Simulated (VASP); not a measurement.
Crystal: BN.

```xyz
4
Lattice="2.4982 0.0000 0.0000 -1.2491 2.1635 0.0000 0.0000 0.0000 6.6357" Properties=species:S:1:pos:R:3 pbc="T T T"
N     1.2491    0.7212    1.6589
N     0.0000    1.4424    4.9768
B     1.2491    0.7212    4.9768
B     0.0000    1.4424    1.6589
```

| Property | Result |
| --- | --- |
| Program | VASP 6.6.1 |
| Task | relaxation of cell and atoms |
| Functional | PBE |
| Potentials or basis | VASP PAW PBE potentials, release 64 (N, B) |
| Cutoff | 600 eV |
| k mesh | 12 × 12 × 4 |
| Occupations | fermi-dirac, width 0.05 eV |
| Spin | no spin polarisation |

At the start: pressure 5.0 GPa; volume 8.97 Å³/atom.

Question: Where does the relaxation end?

Answer: Over 10 steps the energy falls by 11.6 meV/atom and the volume is 10.44 Å³/atom (+16.4 %); space group P6_3/mmc (No. 194, to 0.1 Å) before and after.

The path:
```
step  energy change (eV)  largest force (eV/Å)  pressure (GPa)  volume (Å³)
   1              0.0000                0.0000            4.99        35.87
   2              0.0154                0.0000           -6.41        37.33
   3             -0.0092                0.0000            0.44        36.42
   4             -0.0131                0.0000            0.40        36.66
   5             -0.0231                0.0000            0.34        37.41
   6             -0.0368                0.0000            0.27        38.90
   7             -0.0463                0.0000            0.25        41.87
   8             -0.0463                0.0000            0.26        41.70
   9             -0.0408                0.0000           -2.90        42.31
  10             -0.0464                0.0000            0.00        41.75
```

Final structure:
```cif
data_structure
_symmetry_space_group_name_H-M 'P 1'
_symmetry_Int_Tables_number 1
_cell_length_a 2.5123
_cell_length_b 2.5123
_cell_length_c 7.6381
_cell_angle_alpha 90.000
_cell_angle_beta 90.000
_cell_angle_gamma 120.000
_cell_volume 41.75
loop_
_atom_site_label
_atom_site_type_symbol
_atom_site_fract_x
_atom_site_fract_y
_atom_site_fract_z
_atom_site_occupancy
N1 N 0.66667 0.33333 0.25000 1
N2 N 0.33333 0.66667 0.75000 1
B1 B 0.66667 0.33333 0.75000 1
B2 B 0.33333 0.66667 0.25000 1
```

Caveat: the volume moved by over 15 % at a fixed basis, so the end points are rough; this functional lacks dispersion, which binds the layers, so the pressure and a relaxed spacing across them are unreliable.
